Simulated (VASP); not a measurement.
# Cu (P4mm) in VASP: single point with LDA

Aim: the single point of Cu with LDA.

Everything below comes from runs of VASP 6.6.1. Logs are shortened: lines on timing, memory, paths and dates and some standing lists are left out, and cuts for length are marked.

## (1) The cell of the first run

It takes space group P4mm (No. 99, tetragonal). Conventional cell: a = 4.049 Å, b = 4.049 Å, c = 5.963 Å, α = 90.00°, β = 90.00°, γ = 90.00°. Within 3.5 Å of Cu (site symmetry 2mm) lie 6 Cu at 2.62 to 2.86 Å. Within 3.5 Å of Cu (site symmetry 4mm) lie 4 Cu at 2.62 Å.

## (2) Single point, LDA

Input file INCAR:

```
  PREC = Accurate
  ENCUT = 520
  EDIFF = 1E-7
  ISMEAR = -1
  SIGMA = 0.15
  LREAL = False
  LASPH = True
  NELM = 60
  ALGO = Normal
  ISIF = 2
  LWAVE = False
  LCHARG = True
  LELF = True
  LVHAR = True
  NBANDS = 24
```

Input file KPOINTS:

```
Automatic mesh
0
Gamma
  6 6 4
```

Input file POSCAR:

```
Cu
1.0
    4.0487300000      0.0000000000      0.0000000000
    0.0000000000      4.0487300000      0.0000000000
    0.0000000000      0.0000000000      5.9632900000
Cu
3
Direct
    0.5000000000      0.0000000000      0.9934600000
    0.0000000000      0.5000000000      0.9934600000
    0.0000000000      0.0000000000      0.2721400000
```

Potentials or basis: VASP PAW LDA potentials, release 64 (Cu).

The run is started by

```console
> cat potpaw_LDA.64/Cu/POTCAR > POTCAR
> mpirun -np 1 vasp_std > vasp.out
```

OUTCAR:

```text
PREC = Accurate
   ENCUT = 520
   EDIFF = 1E-7
   ISMEAR = -1
   LREAL = False
   LASPH = True
   NELM = 60
   ISIF = 2

 ion  position               nearest neighbor table
   1  0.500  0.000  0.993-   3 2.62   3 2.62
   2  0.000  0.500  0.993-   3 2.62   3 2.62
   3  0.000  0.000  0.272-   1 2.62   2 2.62   2 2.62   1 2.62

  LATTYP: Found a simple tetragonal cell.
 ALAT       =     4.0487300000
 C/A-ratio  =     1.4728791498

  Lattice vectors:

 A1 = (   4.0487300000,   0.0000000000,   0.0000000000)
 A2 = (   0.0000000000,   4.0487300000,   0.0000000000)
 A3 = (   0.0000000000,   0.0000000000,   5.9632900000)

Analysis of symmetry for initial positions (statically):
=====================================================================
 Subroutine PRICEL returns:
 Original cell was already a primitive cell.

 Routine SETGRP: Setting up the symmetry group for a
 simple tetragonal supercell.

 Subroutine GETGRP returns: Found  8 space group operations
 (whereof  8 operations were pure point group operations)
 out of a pool of 16 trial point group operations.

The static configuration has the point symmetry C_4v.

Analysis of symmetry for dynamics (positions and initial velocities):
=====================================================================
 Subroutine PRICEL returns:
 Original cell was already a primitive cell.

 Routine SETGRP: Setting up the symmetry group for a
 simple tetragonal supercell.

 Subroutine GETGRP returns: Found  8 space group operations
 (whereof  8 operations were pure point group operations)
 out of a pool of 16 trial point group operations.

The dynamic configuration has the point symmetry C_4v.

 Subroutine INISYM returns: Found  8 space group operations
 (whereof  8 operations are pure point group operations),
 and found     1 'primitive' translations

----------------------------------------------------------------------------------------

                                     Primitive cell

  volume of cell :      97.7515

  direct lattice vectors                    reciprocal lattice vectors
     4.048730000  0.000000000  0.000000000     0.246991032  0.000000000  0.000000000
     0.000000000  4.048730000  0.000000000     0.000000000  0.246991032  0.000000000
     0.000000000  0.000000000  5.963290000     0.000000000  0.000000000  0.167692666

  length of vectors
     4.048730000  4.048730000  5.963290000     0.246991032  0.246991032  0.167692666

  position of ions in fractional coordinates (direct lattice)
     0.500000000  0.000000000  0.993460000
     0.000000000  0.500000000  0.993460000
     0.000000000  0.000000000  0.272140000

  ion indices of the primitive-cell ions
   primitive index   ion index
                 1           1
                 2           2
                 3           3

----------------------------------------------------------------------------------------

 KPOINTS: Automatic mesh

Automatic generation of k-mesh.
 Grid dimensions read from file:
 generate k-points for:    6    6    4

 Generating k-lattice:

  Cartesian coordinates                     Fractional coordinates (reciprocal lattice)
     0.041165172  0.000000000  0.000000000     0.166666667  0.000000000  0.000000000
     0.000000000  0.041165172  0.000000000     0.000000000  0.166666667  0.000000000
     0.000000000  0.000000000  0.041923167     0.000000000  0.000000000  0.250000000

  Length of vectors
     0.041165172  0.041165172  0.041923167

  Shift w.r.t. Gamma in fractional coordinates (k-lattice)
     0.000000000  0.000000000  0.000000000

 Subroutine IBZKPT returns following result:
 ===========================================

 Found     30 irreducible k-points:

 Following reciprocal coordinates:
            Coordinates               Weight
  0.000000  0.000000  0.000000      1.000000
  0.166667  0.000000  0.000000      4.000000
  0.333333  0.000000  0.000000      4.000000
  0.500000  0.000000  0.000000      2.000000
  0.166667  0.166667  0.000000      4.000000
  0.333333  0.166667  0.000000      8.000000
[... 16 lines left out ...]
  0.333333  0.000000  0.500000      4.000000
  0.500000  0.000000  0.500000      2.000000
 [... further k-points ...]
   k-points           NKPTS =     30   k-points in BZ     NKDIM =     30   number of bands    NBANDS=     24
   number of dos      NEDOS =    301   number of ions     NIONS =      3
   total plane-waves  NPLWV =  43200
   dimension x,y,z NGX =    30 NGY =   30 NGZ =   48
   dimension x,y,z NGXF=    60 NGYF=   60 NGZF=   96
   ions per type =               3
   NGX,Y,Z   is equivalent  to a cutoff of  12.32, 12.32, 13.38 a.u.
   NGXF,Y,Z  is equivalent  to a cutoff of  24.64, 24.64, 26.76 a.u.
 SYSTEM =  unknown system
   PREC   = accura    normal or accurate (medium, high low for compatibility)
   ISTART =      0    job   : 0-new  1-cont  2-samecut
   ICHARG =      2    charge: 1-file 2-atom 10-const
   ISPIN  =      1    spin polarized calculation?
   LNONCOLLINEAR =      F non collinear calculations
   LSORBIT =      F    spin-orbit coupling
   LASPH  =      T    aspherical Exc in radial PAW
   ENCUT  =  520.0 eV  38.22 Ry    6.18 a.u.   7.53  7.53 11.09*2*pi/ulx,y,z
   NELM   =     60;   NELMIN=  2; NELMDL= -5     # of ELM steps
   EDIFF  = 0.1E-06   stopping-criterion for ELM
   LREAL  =      F    real-space projection
   EDIFFG = 0.1E-05   stopping-criterion for IOM
   NSW    =      0    number of steps for IOM
   IBRION =     -1    ionic relax: 0-MD 1-quasi-New 2-CG
   NFREE  =      0    steps in history (QN), initial steepest desc. (CG)
   ISIF   =      2    stress and relaxation
   ISYM   =      2    0-nonsym 1-usesym 2-fastsym
   POTIM  = 0.5000    time-step for ionic-motion
   TEBEG  =    0.0;   TEEND  =   0.0 temperature during run
   PSTRESS=    0.0 pullay stress
   NELECT =      33.0000    total number of electrons
   NUPDOWN=      -1.0000    fix difference up-down
   EMIN   =  10.00;   EMAX   =-10.00  energy-range for DOS
   EFERMI =   0.00;   METHOD = LEGACY
   ISMEAR =    -1;   SIGMA  =   0.15  broadening in eV -4-tet -1-fermi 0-gaus
   EFERMI_NEDOS =   21; number of points for ismear=-14 and -15
   IALGO  =     38    algorithm
   IMIX   =      4    mixing-type and parameters
     AMIX     =   0.40;   BMIX     =  1.00
     AMIX_MAG =   1.60;   BMIX_MAG =  1.00
  volume/ion in A,a.u.               =      32.58       219.89
  Fermi-wavevector in a.u.,A,eV,Ry     =   1.139913  2.154123 17.679426  1.299401
  Thomas-Fermi vector in A             =   2.276616
   LORBIT       =      0    0 simple, 1 ext, 2 COOP (PROOUT), +10 PAW based schemes
   GGA     = CA    functional components
   LHFCALC =     F    Hartree Fock is set to
   AEXX    =    0.0000 exact exchange contribution
   IVDW    =     0    specifies the selected vdW correction
   LEPSILON=     F    determine dielectric tensor
   LRPA    =     F    only Hartree local field effects (RPA)
 non-spin polarized calculation
  energy-cutoff  :      520.00
  volume of cell :       97.75
 maximum number of plane-waves:      2663
   NGX = 15   NGY = 15   NGZ = 23

 number of electron      32.9999983 magnetization

 Free energy of the ion-electron system (eV)
  ---------------------------------------------------
  ext. energy  EPLUGINS =         0.00000000
  ---------------------------------------------------
  free energy    TOTEN  =        -8.80135019 eV

  energy without entropy =       -8.69162330  energy(sigma->0) =       -8.74648674

 E-fermi :  -0.2726     XC(G=0):  -7.6883

 val. band max:       -0.3307977479   @ k =   0.3333   0.0000   0.0000
 cond. band min:      -0.2644995477   @ k =   0.1667   0.1667   0.2500
 fundamental gap:      0.0662982002
 Fermi energy:        -0.2726028351

 k-point     1 :       0.0000    0.0000    0.0000
  band No.  band energies     occupation
      1      -5.3240      2.00000
      2      -2.9195      2.00000
      3      -2.8084      2.00000
      4      -2.6689      2.00000
      5      -2.6689      2.00000
      6      -2.6517      2.00000
[... 16 lines left out ...]
     23       8.9508      0.00000
     24       9.0778      0.00000

 k-point     2 :       0.1667    0.0000    0.0000
  band No.  band energies     occupation
      1      -5.0781      2.00000
      2      -2.8423      2.00000
      3      -2.7782      2.00000
      4      -2.6800      2.00000
      5      -2.6381      2.00000
      6      -2.5761      2.00000
[... 16 lines left out ...]
     23       8.2291      0.00000
     24       9.0644      0.00000

 k-point     3 :       0.3333    0.0000    0.0000
  band No.  band energies     occupation
      1      -4.3945      2.00000
      2      -2.7177      2.00000
      3      -2.7055      2.00000
      4      -2.6417      2.00000
      5      -2.5359      2.00000
      6      -2.5201      2.00000
[... 16 lines left out ...]
     23       7.1665      0.00000
     24       8.5316      0.00000

 k-point     4 :       0.5000    0.0000    0.0000
  band No.  band energies     occupation
      1      -3.7579      2.00000
      2      -2.8718      2.00000
      3      -2.6892      2.00000
      4      -2.5463      2.00000
      5      -2.4354      2.00000
      6      -2.4239      2.00000
[... 16 lines left out ...]
     23       7.4318      0.00000
     24       8.0056      0.00000

 k-point     5 :       0.1667    0.1667    0.0000
  band No.  band energies     occupation
      1      -4.8401      2.00000
      2      -2.7960      2.00000
      3      -2.7587      2.00000
      4      -2.6345      2.00000
      5      -2.6279      2.00000
      6      -2.4986      2.00000
[... 451 lines left out ...]
 k-point    22 :       0.1667    0.0000    0.5000
  band No.  band energies     occupation
      1      -4.9291      2.00000
      2      -2.8214      2.00000
      3      -2.7767      2.00000
      4      -2.6961      2.00000
      5      -2.6306      2.00000
      6      -2.5694      2.00000
[... 16 lines left out ...]
     23       7.6616      0.00000
     24       8.1717      0.00000

 k-point    23 :       0.3333    0.0000    0.5000
  band No.  band energies     occupation
      1      -4.2559      2.00000
      2      -2.7322      2.00000
      3      -2.7152      2.00000
      4      -2.6183      2.00000
      5      -2.5321      2.00000
      6      -2.5004      2.00000
[... 16 lines left out ...]
     23       8.3251      0.00000
     24       8.4289      0.00000

 k-point    24 :       0.5000    0.0000    0.5000
  band No.  band energies     occupation
      1      -3.6398      2.00000
      2      -2.8733      2.00000
      3      -2.6866      2.00000
      4      -2.5308      2.00000
      5      -2.4407      2.00000
      6      -2.4230      2.00000
[... 16 lines left out ...]
     23       8.1444      0.00000
     24       8.4362      0.00000

 [... further k-points ...]

------------------------ aborting loop because EDIFF is reached ----------------------------------------

  FORCE on cell =-STRESS in cart. coord.  units (eV):
  Direction    XX          YY          ZZ          XY          YZ          ZX
  --------------------------------------------------------------------------------------
  -------------------------------------------------------------------------------------
  Total       -7.3284883     -7.3284883     -4.2416461      0.0000000      0.0000000      0.0000000
  in kB     -120.1161544   -120.1161544    -69.5218709      0.0000000      0.0000000      0.0000000
  external PRESSURE =    -103.2513932 kB  Pullay stress =       0.0000000 kB

 VOLUME and BASIS-vectors are now :
 -----------------------------------------------------------------------------
  energy-cutoff  :      520.00
  volume of cell :       97.75
      direct lattice vectors                 reciprocal lattice vectors
     4.048730000  0.000000000  0.000000000     0.246991032  0.000000000  0.000000000
     0.000000000  4.048730000  0.000000000     0.000000000  0.246991032  0.000000000
     0.000000000  0.000000000  5.963290000     0.000000000  0.000000000  0.167692666

 POSITION                                       TOTAL-FORCE (eV/Angst)
 -----------------------------------------------------------------------------------
      2.02436      0.00000      5.92429        -0.000000      0.000000      0.920642
      0.00000      2.02436      5.92429        -0.000000      0.000000      0.920642
      0.00000      0.00000      1.62285         0.000000      0.000000     -1.841284
 -----------------------------------------------------------------------------------
    total drift:                                0.000000      0.000000      0.000921

  FREE ENERGIE OF THE ION-ELECTRON SYSTEM (eV)
  ---------------------------------------------------
  free  energy   TOTEN  =        -8.8013501898 eV

  energy  without entropy=       -8.6916232979  energy(sigma->0) =       -8.74648674
```

Wall time 1.9 min (1 thread of AMD EPYC 7R43 (Zen 3), shared host); peak memory 0.15 GiB.

What came out:

```
Free energy   : -8.8014 eV
Pressure      : -10.3 GPa
Largest force : 1.841 eV/Å
```

Forces in eV/Å, atoms in the order of the input:
```
Cu   0.000  0.000  0.921
Cu   0.000  0.000  0.921
Cu   0.000  0.000 -1.841
```

Caveat: forces of over 1 eV/Å act on the atoms, so gaps and moduli don't describe the material at rest.
